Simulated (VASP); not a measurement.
# CoO (R3m) in VASP: settings compared

Aim: see how the results for CoO move with the level of theory and the settings. Levels: LDA, PBEsol. Tasks: single point, relaxation of cell and atoms.

All numbers are computed with VASP 6.6.1; they aren't measurements. Logs are shortened: lines on timing, memory, paths and dates and some standing lists are left out, and cuts for length are marked.

### 1 The cell of the first run

Symmetry: R3m, No. 160, trigonal system. The conventional cell has a = 3.226 Å, b = 3.226 Å, c = 7.750 Å, α = 90.00°, β = 90.00°, γ = 120.00°. Within 2.5 Å of Co (site symmetry 3m) lie 4 O at 1.92 to 1.98 Å. Within 2.5 Å of O (site symmetry 3m) lie 4 Co at 1.92 to 1.98 Å.

### 2 Single point, LDA, collinear spin, ferromagnetic start (11.64 Å³/atom)

INCAR

```
SYSTEM = CoO
PREC = Accurate
ENCUT = 520
EDIFF = 1E-6
ISMEAR = -1
SIGMA = 0.05
LREAL = .False.
LASPH = .True.
NELM = 150
ALGO = Normal
ISIF = 2
LWAVE = .False.
LCHARG = .True.
ISPIN = 2
MAGMOM = 2 0
LORBIT = 11
LMAXMIX = 4
LELF = .True.
LVHAR = .True.
NBANDS = 18
```

KPOINTS

```
regular mesh
0
Gamma
  10 10 10
  0 0 0
```

POSCAR

```
CoO
1.0
    1.6128308784      0.9311683418      2.5834678816
   -1.6128308784      0.9311683418      2.5834678816
    0.0000000000     -1.8623366835      2.5834678816
Co O
1 1
Direct
    0.9989783200      0.9989783200      0.9989783200
    0.7510210300      0.7510210300      0.7510210300
```

Potentials or basis: VASP PAW LDA potentials, release 64 (Co, O).

Launch:

```bash
$ cat potpaw_LDA.64/Co/POTCAR potpaw_LDA.64/O/POTCAR > POTCAR
$ mpirun -np 1 vasp_std > vasp.out
```

OUTCAR:

```text
SYSTEM = CoO
   PREC = Accurate
   ENCUT = 520
   EDIFF = 1E-6
   ISMEAR = -1
   LREAL = .False.
   LASPH = .True.
   NELM = 150
   ISIF = 2
   ISPIN = 2
   LORBIT = 11

 ion  position               nearest neighbor table
   1  0.999  0.999  0.999-   2 1.92   2 1.98   2 1.98   2 1.98
   2  0.751  0.751  0.751-   1 1.92   1 1.98   1 1.98   1 1.98

  LATTYP: Found a trigonal (rhomboedric) cell.
 ALAT       =     3.1847455500
 COS(alpha) =     0.4870699110

  Lattice vectors:

 A1 = (   1.6128308784,   0.9311683418,   2.5834678816)
 A2 = (  -1.6128308784,   0.9311683418,   2.5834678816)
 A3 = (   0.0000000000,  -1.8623366835,   2.5834678816)

Analysis of symmetry for initial positions (statically):
=====================================================================
 Subroutine PRICEL returns:
 Original cell was already a primitive cell.

 Routine SETGRP: Setting up the symmetry group for a
 trigonal (rhombohedral) supercell.

 Subroutine GETGRP returns: Found  6 space group operations
 (whereof  6 operations were pure point group operations)
 out of a pool of 12 trial point group operations.

The static configuration has the point symmetry C_3v.

Analysis of symmetry for dynamics (positions and initial velocities):
=====================================================================
 Subroutine PRICEL returns:
 Original cell was already a primitive cell.

 Routine SETGRP: Setting up the symmetry group for a
 trigonal (rhombohedral) supercell.

 Subroutine GETGRP returns: Found  6 space group operations
 (whereof  6 operations were pure point group operations)
 out of a pool of 12 trial point group operations.

The dynamic configuration has the point symmetry C_3v.

Analysis of structural, dynamic, and magnetic symmetry:
=====================================================================
 Subroutine PRICEL returns:
 Original cell was already a primitive cell.

 Routine SETGRP: Setting up the symmetry group for a
 trigonal (rhombohedral) supercell.

 Subroutine GETGRP returns: Found  6 space group operations
 (whereof  6 operations were pure point group operations)
 out of a pool of 12 trial point group operations.

The overall configuration has the point symmetry C_3v.

 Subroutine INISYM returns: Found  6 space group operations
 (whereof  6 operations are pure point group operations),
 and found     1 'primitive' translations

----------------------------------------------------------------------------------------

                                     Primitive cell

  volume of cell :      23.2794

  direct lattice vectors                    reciprocal lattice vectors
     1.612830878  0.931168342  2.583467882     0.310013906  0.178986612  0.129025538
    -1.612830878  0.931168342  2.583467882    -0.310013906  0.178986612  0.129025538
     0.000000000 -1.862336683  2.583467882     0.000000000 -0.357973224  0.129025538

  length of vectors
     3.184745550  3.184745550  3.184745550     0.380515990  0.380515990  0.380515990

  position of ions in fractional coordinates (direct lattice)
     0.998978320  0.998978320  0.998978320
     0.751021030  0.751021030  0.751021030

  ion indices of the primitive-cell ions
   primitive index   ion index
                 1           1
                 2           2

----------------------------------------------------------------------------------------

 KPOINTS: regular mesh

Automatic generation of k-mesh.
 Grid dimensions read from file:
 generate k-points for:   10   10   10

 Generating k-lattice:

  Cartesian coordinates                     Fractional coordinates (reciprocal lattice)
     0.031001391  0.017898661  0.012902554     0.100000000  0.000000000 -0.000000000
    -0.031001391  0.017898661  0.012902554     0.000000000  0.100000000 -0.000000000
     0.000000000 -0.035797322  0.012902554    -0.000000000 -0.000000000  0.100000000

  Length of vectors
     0.038051599  0.038051599  0.038051599

  Shift w.r.t. Gamma in fractional coordinates (k-lattice)
     0.000000000  0.000000000  0.000000000

 Subroutine IBZKPT returns following result:
 ===========================================

 Found    116 irreducible k-points:

 Following reciprocal coordinates:
            Coordinates               Weight
  0.000000  0.000000  0.000000      1.000000
  0.100000 -0.000000  0.000000      6.000000
  0.200000 -0.000000  0.000000      6.000000
  0.300000 -0.000000  0.000000      6.000000
  0.400000 -0.000000  0.000000      6.000000
  0.500000 -0.000000  0.000000      3.000000
[... 16 lines left out ...]
  0.300000  0.300000 -0.000000      6.000000
  0.400000  0.300000  0.000000     12.000000
 [... further k-points ...]
   k-points           NKPTS =    116   k-points in BZ     NKDIM =    116   number of bands    NBANDS=     18
   number of dos      NEDOS =    301   number of ions     NIONS =      2
   total plane-waves  NPLWV =  13824
   dimension x,y,z NGX =    24 NGY =   24 NGZ =   24
   dimension x,y,z NGXF=    48 NGYF=   48 NGZF=   48
   ions per type =               1   1
   NGX,Y,Z   is equivalent  to a cutoff of  12.53, 12.53, 12.53 a.u.
   NGXF,Y,Z  is equivalent  to a cutoff of  25.06, 25.06, 25.06 a.u.
 SYSTEM =  CoO
   PREC   = accura    normal or accurate (medium, high low for compatibility)
   ISTART =      0    job   : 0-new  1-cont  2-samecut
   ICHARG =      2    charge: 1-file 2-atom 10-const
   ISPIN  =      2    spin polarized calculation?
   LNONCOLLINEAR =      F non collinear calculations
   LSORBIT =      F    spin-orbit coupling
   LASPH  =      T    aspherical Exc in radial PAW
   ENCUT  =  520.0 eV  38.22 Ry    6.18 a.u.   5.92  5.92  5.92*2*pi/ulx,y,z
   NELM   =    150;   NELMIN=  2; NELMDL= -5     # of ELM steps
   EDIFF  = 0.1E-05   stopping-criterion for ELM
   LREAL  =      F    real-space projection
[... 7 lines left out ...]
   TEBEG  =    0.0;   TEEND  =   0.0 temperature during run
   PSTRESS=    0.0 pullay stress
   NELECT =      15.0000    total number of electrons
   NUPDOWN=      -1.0000    fix difference up-down
   EMIN   =  10.00;   EMAX   =-10.00  energy-range for DOS
   EFERMI =   0.00;   METHOD = LEGACY
   ISMEAR =    -1;   SIGMA  =   0.05  broadening in eV -4-tet -1-fermi 0-gaus
   EFERMI_NEDOS =   21; number of points for ismear=-14 and -15
   IALGO  =     38    algorithm
   IMIX   =      4    mixing-type and parameters
     AMIX     =   0.40;   BMIX     =  1.00
     AMIX_MAG =   1.60;   BMIX_MAG =  1.00
  volume/ion in A,a.u.               =      11.64        78.55
  Fermi-wavevector in a.u.,A,eV,Ry     =   1.413996  2.672065 27.203274  1.999384
  Thomas-Fermi vector in A             =   2.535584
   LORBIT       =     11    0 simple, 1 ext, 2 COOP (PROOUT), +10 PAW based schemes
   GGA     = CA    functional components
   LHFCALC =     F    Hartree Fock is set to
   AEXX    =    0.0000 exact exchange contribution
   IVDW    =     0    specifies the selected vdW correction
   LEPSILON=     F    determine dielectric tensor
   LRPA    =     F    only Hartree local field effects (RPA)
 spin polarized calculation
  energy-cutoff  :      520.00
  volume of cell :       23.28
 maximum number of plane-waves:       638
   NGX = 11   NGY = 11   NGZ = 11

 number of electron      15.0000011 magnetization       2.5538873

 Free energy of the ion-electron system (eV)
  ---------------------------------------------------
  ext. energy  EPLUGINS =         0.00000000
  ---------------------------------------------------
  free energy    TOTEN  =       -14.91760816 eV

  energy without entropy =      -14.89187121  energy(sigma->0) =      -14.90473969

 E-fermi :   5.3803     XC(G=0): -11.6357

 val. band max:        5.3788569572   @ k =  -0.3000   0.3000   0.3000
 cond. band min:       5.3818277277   @ k =  -0.4000  -0.4000   0.3000
 fundamental gap:      0.0029707706
 Fermi energy:         5.3803267979

 spin component 1

 k-point     1 :       0.0000    0.0000    0.0000
  band No.  band energies     occupation
      1     -14.2227      1.00000
      2      -0.6173      1.00000
      3      -0.5555      1.00000
      4      -0.5555      1.00000
      5       3.2416      1.00000
      6       3.2416      1.00000
[... 10 lines left out ...]
     17      25.7383      0.00000
     18      27.8503      0.00000

 k-point     2 :       0.1000   -0.0000    0.0000
  band No.  band energies     occupation
      1     -14.1656      1.00000
      2      -0.7172      1.00000
      3      -0.5700      1.00000
      4      -0.5225      1.00000
      5       3.2225      1.00000
      6       3.2246      1.00000
[... 10 lines left out ...]
     17      27.4863      0.00000
     18      28.9028      0.00000
[... 442 lines left out ...]
 k-point    24 :       0.4000    0.3000    0.0000
  band No.  band energies     occupation
      1     -13.5639      1.00000
      2      -1.5245      1.00000
      3      -0.0367      1.00000
      4      -0.0235      1.00000
      5       2.6613      1.00000
      6       3.4686      1.00000
[... 10 lines left out ...]
     17      31.7150      0.00000
     18      33.5687      0.00000

 [... further k-points ...]

 spin component 2

 k-point     1 :       0.0000    0.0000    0.0000
  band No.  band energies     occupation
      1     -13.7469      1.00000
      2       0.3497      1.00000
      3       0.4229      1.00000
      4       0.4229      1.00000
      5       4.9789      0.99967
      6       4.9789      0.99967
[... 10 lines left out ...]
     17      26.1214      0.00000
     18      28.3452      0.00000

 k-point     2 :       0.1000   -0.0000    0.0000
  band No.  band energies     occupation
      1     -13.6875      1.00000
      2       0.1907      1.00000
      3       0.3911      1.00000
      4       0.4486      1.00000
      5       4.9604      0.99977
      6       4.9616      0.99977
[... 10 lines left out ...]
     17      27.8174      0.00000
     18      29.3924      0.00000
[... 442 lines left out ...]
 k-point    24 :       0.4000    0.3000    0.0000
  band No.  band energies     occupation
      1     -13.0599      1.00000
      2      -0.9158      1.00000
      3       0.7195      1.00000
      4       0.7534      1.00000
      5       4.3939      1.00000
      6       5.2632      0.91235
[... 10 lines left out ...]
     17      32.1049      0.00000
     18      34.0001      0.00000

 [... further k-points ...]

------------------------ aborting loop because EDIFF is reached ----------------------------------------

  FORCE on cell =-STRESS in cart. coord.  units (eV):
  Direction    XX          YY          ZZ          XY          YZ          ZX
  --------------------------------------------------------------------------------------
  -------------------------------------------------------------------------------------
  Total       -2.9058703     -2.9058703     -2.3347410      0.0000000     -0.0000000      0.0000000
  in kB     -199.9933026   -199.9933026   -160.6859625      0.0000000     -0.0000000      0.0000000
  external PRESSURE =    -186.8908559 kB  Pullay stress =       0.0000000 kB

 VOLUME and BASIS-vectors are now :
 -----------------------------------------------------------------------------
  energy-cutoff  :      520.00
  volume of cell :       23.28
      direct lattice vectors                 reciprocal lattice vectors
     1.612830878  0.931168342  2.583467882     0.310013906  0.178986612  0.129025538
    -1.612830878  0.931168342  2.583467882    -0.310013906  0.178986612  0.129025538
     0.000000000 -1.862336683  2.583467882     0.000000000 -0.357973224  0.129025538

 POSITION                                       TOTAL-FORCE (eV/Angst)
 -----------------------------------------------------------------------------------
      0.00000      0.00000      7.74249         0.000000      0.000000      0.169545
      0.00000      0.00000      5.82072         0.000000     -0.000000     -0.169545
 -----------------------------------------------------------------------------------
    total drift:                               -0.000000     -0.000000      0.000129

  FREE ENERGIE OF THE ION-ELECTRON SYSTEM (eV)
  ---------------------------------------------------
  free  energy   TOTEN  =       -14.9176081577 eV

  energy  without entropy=      -14.8918712131  energy(sigma->0) =      -14.90473969

 total charge

# of ion       s       p       d       tot
------------------------------------------
    1        0.341   0.436   7.217   7.994
    2        1.542   3.390   0.000   4.931
--------------------------------------------------
tot          1.882   3.825   7.217  12.925

 magnetization (x)

# of ion       s       p       d       tot
------------------------------------------
    1        0.015   0.045   2.140   2.200
    2        0.019   0.257   0.000   0.275
--------------------------------------------------
tot          0.033   0.302   2.140   2.475
```

Wall time 91 s (1 thread of Intel Xeon 8259CL, shared host); peak memory 0.19 GiB.

What came out:

| Item | Value |
| --- | --- |
| Free energy | -14.9176 eV |
| Pressure | -18.7 GPa |
| Largest force | 0.170 eV/Å |
| Net moment | 2.55 μB per cell |
| Site moments | Co +2.20; O +0.28 μB |
| Valence electrons inside the program's atomic spheres | Co 7.99; O 4.93 |

Forces in eV/Å, atoms in the order of the input:
```
Co   0.000  0.000  0.170
O    0.000  0.000 -0.170
```

Caveat: the cell stands under tension; a cell with one magnetic atom can't hold antiferromagnetic order, which such compounds often take; semilocal functionals often make such compounds metallic where correlation or magnetic order opens a gap, which also shifts bond lengths. With open d or f shells a metallic result of LDA can be an artefact of self-interaction; +U or a hybrid may open a gap.

### 3 Single point, LDA, collinear spin, ferromagnetic start (11.87 Å³/atom)

This run uses another cell than the first one, of 11.87 Å³/atom.

INCAR

```
  PREC = Accurate
  ENCUT = 520
  EDIFF = 1E-6
  ISMEAR = -1
  SIGMA = 0.05
  LREAL = False
  LASPH = True
  NELM = 150
  ALGO = Normal
  ISIF = 2
  LWAVE = False
  LCHARG = True
  ISPIN = 2
  MAGMOM = 2 0
  LORBIT = 11
  LMAXMIX = 4
  GGA = CA
  LELF = True
  LVHAR = True
  NBANDS = 18
```

KPOINTS

```
Automatic mesh
0
Gamma
  10 10 10
```

POSCAR

```
CoO
1.0
    1.6233040996      0.9372150589      2.6002441171
   -1.6233040996      0.9372150589      2.6002441171
    0.0000000000     -1.8744301178      2.6002441171
Co O
1 1
Direct
    0.9989783200      0.9989783200      0.9989783200
    0.7510210300      0.7510210300      0.7510210300
```

Potentials or basis: VASP PAW LDA potentials, release 64 (Co, O).

Launch:

```bash
$ cat potpaw_LDA.64/Co/POTCAR potpaw_LDA.64/O/POTCAR > POTCAR
$ mpirun -np 1 vasp_std > vasp.out
```

OUTCAR:

```text
PREC = Accurate
   ENCUT = 520
   EDIFF = 1E-6
   ISMEAR = -1
   LREAL = False
   LASPH = True
   NELM = 150
   ISIF = 2
   ISPIN = 2
   LORBIT = 11
   GGA = CA

 ion  position               nearest neighbor table
   1  0.999  0.999  0.999-   2 1.93   2 1.99   2 1.99   2 1.99
   2  0.751  0.751  0.751-   1 1.93   1 1.99   1 1.99   1 1.99

  LATTYP: Found a trigonal (rhomboedric) cell.
 ALAT       =     3.2054262953
 COS(alpha) =     0.4870699110

  Lattice vectors:

[... 1221 lines left out ...]
  in kB     -211.4561949   -211.4561949   -175.0161412      0.0000000      0.0000000      0.0000000
  external PRESSURE =    -199.3095103 kB  Pullay stress =       0.0000000 kB

 VOLUME and BASIS-vectors are now :
 -----------------------------------------------------------------------------
  energy-cutoff  :      520.00
  volume of cell :       23.74
      direct lattice vectors                 reciprocal lattice vectors
     1.623304100  0.937215059  2.600244117     0.308013760  0.177831827  0.128193092
    -1.623304100  0.937215059  2.600244117    -0.308013760  0.177831827  0.128193092
     0.000000000 -1.874430118  2.600244117     0.000000000 -0.355663655  0.128193092

 POSITION                                       TOTAL-FORCE (eV/Angst)
 -----------------------------------------------------------------------------------
      0.00000      0.00000      7.79276         0.000000     -0.000000      0.145361
      0.00000      0.00000      5.85851         0.000000      0.000000     -0.145361
 -----------------------------------------------------------------------------------
    total drift:                               -0.000000      0.000000     -0.000149

  FREE ENERGIE OF THE ION-ELECTRON SYSTEM (eV)
  ---------------------------------------------------
  free  energy   TOTEN  =       -14.8627586696 eV

  energy  without entropy=      -14.8371734095  energy(sigma->0) =      -14.84996604

 total charge

# of ion       s       p       d       tot
------------------------------------------
    1        0.335   0.421   7.197   7.954
    2        1.541   3.384   0.000   4.925
--------------------------------------------------
tot          1.876   3.806   7.197  12.880

 magnetization (x)

# of ion       s       p       d       tot
------------------------------------------
    1        0.016   0.045   2.227   2.288
    2        0.019   0.275   0.000   0.294
--------------------------------------------------
tot          0.035   0.320   2.227   2.582
```

Run time: 90 s. Hardware: 1 thread of Intel Xeon 8259CL, shared host; peak memory 0.19 GiB.

What came out:

```
Free energy                                           : -14.8628 eV
Pressure                                              : -19.9 GPa
Largest force                                         : 0.145 eV/Å
Net moment                                            : 2.67 μB per cell
Site moments                                          : Co +2.29; O +0.29 μB
Valence electrons inside the program's atomic spheres : Co 7.95; O 4.92
```

Forces in eV/Å, atoms in the order of the input:
```
Co   0.000  0.000  0.145
O    0.000  0.000 -0.145
```

Caveat: the cell stands under tension; a cell with one magnetic atom can't hold antiferromagnetic order, which such compounds often take; semilocal functionals often make such compounds metallic where correlation or magnetic order opens a gap, which also shifts bond lengths.

(Part 1 of 2 ends here.)
